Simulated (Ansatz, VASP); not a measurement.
Two plane-wave programs on BN

```
B N
1.0
     2.53600    0.00000    0.00000
    -1.26800    2.19624    0.00000
     0.00000    0.00000    4.19900
B N
2 2
Direct
  0.66667 0.33333 0.00000
  0.33333 0.66667 0.50000
  0.66667 0.33333 0.37500
  0.33333 0.66667 0.87500
```

Alike in both runs: task relaxation of cell and atoms; functional PBE; dispersion D3(BJ); k mesh 12 × 12 × 4; no spin polarisation.

|  | VASP | Ansatz |
| --- | --- | --- |
| version | VASP 6.6.1 | Ansatz 0.2.0 |
| potentials or method | VASP PAW PBE potentials, release 64 (B, N) | plane waves, PAW |
| plane-wave cutoff (eV) | 600 | 420 |
| occupations | gaussian, width 0.01 eV | fixed |
| valence electrons in the cell | 16 | 16 |

```tsv
	VASP	Ansatz	Ansatz less VASP
relaxed volume (Å³/atom)	5.88	5.88	0.000
relaxed cell length with the largest relative difference (Å)	4.204	4.203	-0.0003
```
